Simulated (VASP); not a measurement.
# BAs (gwk) (F-43m) in VASP: single point with PBE

Aim: the single point of BAs (gwk) with PBE.

Program: VASP 6.6.1. These are calculated values, not measurements. Logs are shortened: lines on timing, memory, paths and dates and some standing lists are left out, and cuts for length are marked.

## (1) The cell of the first run

The structure is cubic, space group F-43m (No. 216). Conventional cell: a = 4.768 Å, b = 4.768 Å, c = 4.768 Å, α = 90.00°, β = 90.00°, γ = 90.00°. B (site symmetry -43m) has 4 As at 2.06 Å within 2.7 Å. As (site symmetry -43m) has 4 B at 2.06 Å within 2.7 Å.

## (2) Single point, PBE

INCAR reads:

```
PREC = Accurate
ENCUT = 500
EDIFF = 1E-6
ISMEAR = 0
SIGMA = 0.01
LREAL = F
LASPH = T
NELM = 120
ALGO = Normal
ISIF = 2
LWAVE = F
LCHARG = T
GGA = PE
LELF = T
LVHAR = T
NBANDS = 11
GGA_COMPAT = F
```

KPOINTS reads:

```
Automatic mesh
0
Gamma
  8 8 8
```

POSCAR reads:

```
BAs
1.0
    0.0000000000      2.3839378999      2.3839378999
    2.3839378999      0.0000000000      2.3839378999
    2.3839378999      2.3839378999      0.0000000000
B As
1 1
Direct
    0.0000000000      0.0000000000      0.0000000000
    0.2500000000      0.2500000000      0.2500000000
```

Potentials or basis: VASP PAW PBE potentials, release 64 (B, As).

The run is started by

```
cat potpaw_PBE.64/B/POTCAR potpaw_PBE.64/As/POTCAR > POTCAR
mpirun -np 1 vasp_std > vasp.out
```

OUTCAR:

```text
PREC = Accurate
   ENCUT = 500
   EDIFF = 1E-6
   ISMEAR = 0
   LREAL = F
   LASPH = T
   NELM = 120
   ISIF = 2
   GGA = PE

 ion  position               nearest neighbor table
   1  0.000  0.000  0.000-   2 2.06   2 2.06   2 2.06   2 2.06
   2  0.250  0.250  0.250-   1 2.06   1 2.06   1 2.06   1 2.06

  LATTYP: Found a face centered cubic cell.
 ALAT       =     4.7678757998

  Lattice vectors:

 A1 = (   0.0000000000,   2.3839378999,   2.3839378999)
 A2 = (   2.3839378999,   0.0000000000,   2.3839378999)
 A3 = (   2.3839378999,   2.3839378999,   0.0000000000)

Analysis of symmetry for initial positions (statically):
=====================================================================
 Subroutine PRICEL returns:
 Original cell was already a primitive cell.

 Routine SETGRP: Setting up the symmetry group for a
 face centered cubic supercell.

 Subroutine GETGRP returns: Found 24 space group operations
 (whereof 24 operations were pure point group operations)
 out of a pool of 48 trial point group operations.

The static configuration has the point symmetry T_d .

Analysis of symmetry for dynamics (positions and initial velocities):
=====================================================================
 Subroutine PRICEL returns:
 Original cell was already a primitive cell.

 Routine SETGRP: Setting up the symmetry group for a
 face centered cubic supercell.

 Subroutine GETGRP returns: Found 24 space group operations
 (whereof 24 operations were pure point group operations)
 out of a pool of 48 trial point group operations.

The dynamic configuration has the point symmetry T_d .

 Subroutine INISYM returns: Found 24 space group operations
 (whereof 24 operations are pure point group operations),
 and found     1 'primitive' translations

----------------------------------------------------------------------------------------

                                     Primitive cell

  volume of cell :      27.0966

  direct lattice vectors                    reciprocal lattice vectors
     0.000000000  2.383937900  2.383937900    -0.209737007  0.209737007  0.209737007
     2.383937900  0.000000000  2.383937900     0.209737007 -0.209737007  0.209737007
     2.383937900  2.383937900  0.000000000     0.209737007  0.209737007 -0.209737007

  length of vectors
     3.371397310  3.371397310  3.371397310     0.363275152  0.363275152  0.363275152

  position of ions in fractional coordinates (direct lattice)
     0.000000000  0.000000000  0.000000000
     0.250000000  0.250000000  0.250000000

  ion indices of the primitive-cell ions
   primitive index   ion index
                 1           1
                 2           2

----------------------------------------------------------------------------------------

 KPOINTS: Automatic mesh

Automatic generation of k-mesh.
 Grid dimensions read from file:
 generate k-points for:    8    8    8

 Generating k-lattice:

  Cartesian coordinates                     Fractional coordinates (reciprocal lattice)
    -0.026217126  0.026217126  0.026217126     0.125000000  0.000000000  0.000000000
     0.026217126 -0.026217126  0.026217126     0.000000000  0.125000000  0.000000000
     0.026217126  0.026217126 -0.026217126     0.000000000  0.000000000  0.125000000

  Length of vectors
     0.045409394  0.045409394  0.045409394

  Shift w.r.t. Gamma in fractional coordinates (k-lattice)
     0.000000000  0.000000000  0.000000000

 Subroutine IBZKPT returns following result:
 ===========================================

 Found     29 irreducible k-points:

 Following reciprocal coordinates:
            Coordinates               Weight
  0.000000  0.000000  0.000000      1.000000
  0.125000  0.000000  0.000000      8.000000
  0.250000  0.000000  0.000000      8.000000
  0.375000  0.000000  0.000000      8.000000
  0.500000  0.000000  0.000000      4.000000
  0.125000  0.125000  0.000000      6.000000
[... 16 lines left out ...]
  0.500000  0.250000  0.125000     48.000000
 -0.375000  0.250000  0.125000     24.000000
 [... further k-points ...]
   k-points           NKPTS =     29   k-points in BZ     NKDIM =     29   number of bands    NBANDS=     11
   number of dos      NEDOS =    301   number of ions     NIONS =      2
   total plane-waves  NPLWV =  21952
   dimension x,y,z NGX =    28 NGY =   28 NGZ =   28
   dimension x,y,z NGXF=    56 NGYF=   56 NGZF=   56
   ions per type =               1   1
   NGX,Y,Z   is equivalent  to a cutoff of  13.81, 13.81, 13.81 a.u.
   NGXF,Y,Z  is equivalent  to a cutoff of  27.61, 27.61, 27.61 a.u.
 SYSTEM =  unknown system
   PREC   = accura    normal or accurate (medium, high low for compatibility)
   ISTART =      0    job   : 0-new  1-cont  2-samecut
   ICHARG =      2    charge: 1-file 2-atom 10-const
   ISPIN  =      1    spin polarized calculation?
   LNONCOLLINEAR =      F non collinear calculations
   LSORBIT =      F    spin-orbit coupling
   LASPH  =      T    aspherical Exc in radial PAW
   ENCUT  =  500.0 eV  36.75 Ry    6.06 a.u.   6.15  6.15  6.15*2*pi/ulx,y,z
   NELM   =    120;   NELMIN=  2; NELMDL= -5     # of ELM steps
   EDIFF  = 0.1E-05   stopping-criterion for ELM
   LREAL  =      F    real-space projection
   EDIFFG = 0.1E-04   stopping-criterion for IOM
   NSW    =      0    number of steps for IOM
   IBRION =     -1    ionic relax: 0-MD 1-quasi-New 2-CG
   NFREE  =      0    steps in history (QN), initial steepest desc. (CG)
   ISIF   =      2    stress and relaxation
   ISYM   =      2    0-nonsym 1-usesym 2-fastsym
   POTIM  = 0.5000    time-step for ionic-motion
   TEBEG  =    0.0;   TEEND  =   0.0 temperature during run
   PSTRESS=    0.0 pullay stress
   NELECT =       8.0000    total number of electrons
   NUPDOWN=      -1.0000    fix difference up-down
   EMIN   =  10.00;   EMAX   =-10.00  energy-range for DOS
   EFERMI =   0.00;   METHOD = LEGACY
   ISMEAR =     0;   SIGMA  =   0.01  broadening in eV -4-tet -1-fermi 0-gaus
   EFERMI_NEDOS =   21; number of points for ismear=-14 and -15
   IALGO  =     38    algorithm
   IMIX   =      4    mixing-type and parameters
     AMIX     =   0.40;   BMIX     =  1.00
     AMIX_MAG =   1.60;   BMIX_MAG =  1.00
  volume/ion in A,a.u.               =      13.55        91.43
  Fermi-wavevector in a.u.,A,eV,Ry     =   1.090101  2.059991 16.168064  1.188319
  Thomas-Fermi vector in A             =   2.226318
   LORBIT       =      0    0 simple, 1 ext, 2 COOP (PROOUT), +10 PAW based schemes
   GGA     = PE    functional components
   LHFCALC =     F    Hartree Fock is set to
   AEXX    =    0.0000 exact exchange contribution
   IVDW    =     0    specifies the selected vdW correction
   LEPSILON=     F    determine dielectric tensor
   LRPA    =     F    only Hartree local field effects (RPA)
 non-spin polarized calculation
 Gauss-broadening in eV      SIGMA  =   0.01
  energy-cutoff  :      500.00
  volume of cell :       27.10
 maximum number of plane-waves:       701
 NGX is ok and might be reduce to    28
   NGX = 13   NGY = 13   NGZ = 13

 number of electron       8.0000000 magnetization

 Free energy of the ion-electron system (eV)
  ---------------------------------------------------
  ext. energy  EPLUGINS =         0.00000000
  ---------------------------------------------------
  free energy    TOTEN  =       -11.40017747 eV

  energy without entropy =      -11.40017747  energy(sigma->0) =      -11.40017747

 E-fermi :   6.2331     XC(G=0): -10.6087

 val. band max:        6.1907602956   @ k =   0.0000   0.0000   0.0000
 cond. band min:       7.3739126755   @ k =   0.3750   0.3750   0.0000
 fundamental gap:      1.1831523799
 Fermi energy:         6.2330619963

 k-point     1 :       0.0000    0.0000    0.0000
  band No.  band energies     occupation
      1      -9.2633      2.00000
      2       6.1908      2.00000
      3       6.1908      2.00000
      4       6.1908      2.00000
      5       9.4740      0.00000
      6       9.4740      0.00000
      7       9.4740      0.00000
      8      10.9507      0.00000
      9      15.8013      0.00000
     10      19.1639      0.00000
     11      19.1639      0.00000

 k-point     2 :       0.1250    0.0000    0.0000
  band No.  band energies     occupation
      1      -9.0059      2.00000
      2       4.2203      2.00000
      3       5.7495      2.00000
      4       5.7495      2.00000
      5       9.6078      0.00000
      6      10.0545      0.00000
      7      10.0545      0.00000
      8      12.2067      0.00000
      9      16.7558      0.00000
     10      17.8201      0.00000
     11      17.8201      0.00000

 k-point     3 :       0.2500    0.0000    0.0000
  band No.  band energies     occupation
      1      -8.2562      2.00000
      2       1.2332      2.00000
      3       5.0349      2.00000
      4       5.0349      2.00000
      5       9.2870      0.00000
      6      10.8550      0.00000
      7      10.8550      0.00000
      8      14.1302      0.00000
      9      17.4341      0.00000
     10      17.4341      0.00000
     11      17.5174      0.00000

 k-point     4 :       0.3750    0.0000    0.0000
  band No.  band energies     occupation
      1      -7.1415      2.00000
      2      -1.3617      2.00000
      3       4.5329      2.00000
      4       4.5329      2.00000
      5       9.0126      0.00000
      6      11.0293      0.00000
      7      11.0293      0.00000
      8      15.0361      0.00000
      9      18.0528      0.00000
     10      18.9021      0.00000
     11      18.9021      0.00000
[... 239 lines left out ...]
 k-point    22 :       0.3750    0.2500    0.1250
  band No.  band energies     occupation
      1      -7.6003      2.00000
      2       0.9800      2.00000
      3       2.4513      2.00000
      4       4.1578      2.00000
      5       9.4240      0.00000
      6      11.4481      0.00000
      7      12.1393      0.00000
      8      13.4074      0.00000
      9      16.9543      0.00000
     10      19.5638      0.00000
     11      20.4508      0.00000

 k-point    23 :       0.5000    0.2500    0.1250
  band No.  band energies     occupation
      1      -6.5239      2.00000
      2      -0.9996      2.00000
      3       1.7292      2.00000
      4       3.4369      2.00000
      5      10.0498      0.00000
      6      11.2744      0.00000
      7      12.7397      0.00000
      8      14.2915      0.00000
      9      17.6359      0.00000
     10      19.5751      0.00000
     11      21.7496      0.00000

 k-point    24 :      -0.3750    0.2500    0.1250
  band No.  band energies     occupation
      1      -5.7929      2.00000
      2      -2.1366      2.00000
      3       1.6083      2.00000
      4       3.0982      2.00000
      5      10.1680      0.00000
      6      10.9683      0.00000
      7      13.6803      0.00000
      8      15.2513      0.00000
      9      16.5721      0.00000
     10      20.4161      0.00000
     11      21.4784      0.00000

 [... further k-points ...]
[... 5 lines left out ...]
  --------------------------------------------------------------------------------------
  -------------------------------------------------------------------------------------
  Total        0.7232752      0.7232752      0.7232752      0.0000000      0.0000000     -0.0000000
  in kB       42.7660724     42.7660724     42.7660724      0.0000000      0.0000000     -0.0000000
  external PRESSURE =      42.7660724 kB  Pullay stress =       0.0000000 kB

 VOLUME and BASIS-vectors are now :
 -----------------------------------------------------------------------------
  energy-cutoff  :      500.00
  volume of cell :       27.10
      direct lattice vectors                 reciprocal lattice vectors
     0.000000000  2.383937900  2.383937900    -0.209737007  0.209737007  0.209737007
     2.383937900  0.000000000  2.383937900     0.209737007 -0.209737007  0.209737007
     2.383937900  2.383937900  0.000000000     0.209737007  0.209737007 -0.209737007

 POSITION                                       TOTAL-FORCE (eV/Angst)
 -----------------------------------------------------------------------------------
      0.00000      0.00000      0.00000        -0.000000      0.000000     -0.000000
      1.19197      1.19197      1.19197         0.000000     -0.000000      0.000000
 -----------------------------------------------------------------------------------
    total drift:                               -0.000000     -0.000000     -0.000000

  FREE ENERGIE OF THE ION-ELECTRON SYSTEM (eV)
  ---------------------------------------------------
  free  energy   TOTEN  =       -11.4001774688 eV

  energy  without entropy=      -11.4001774688  energy(sigma->0) =      -11.40017747
```

Run time: 19 s. Hardware: 1 thread of AMD EPYC 7R13, shared host; peak memory 0.13 GiB.

Results:

* Free energy: -11.4002 eV
* Pressure: 4.3 GPa
* Band gap on the k mesh: 1.18 eV, indirect (least direct gap 3.28 eV)
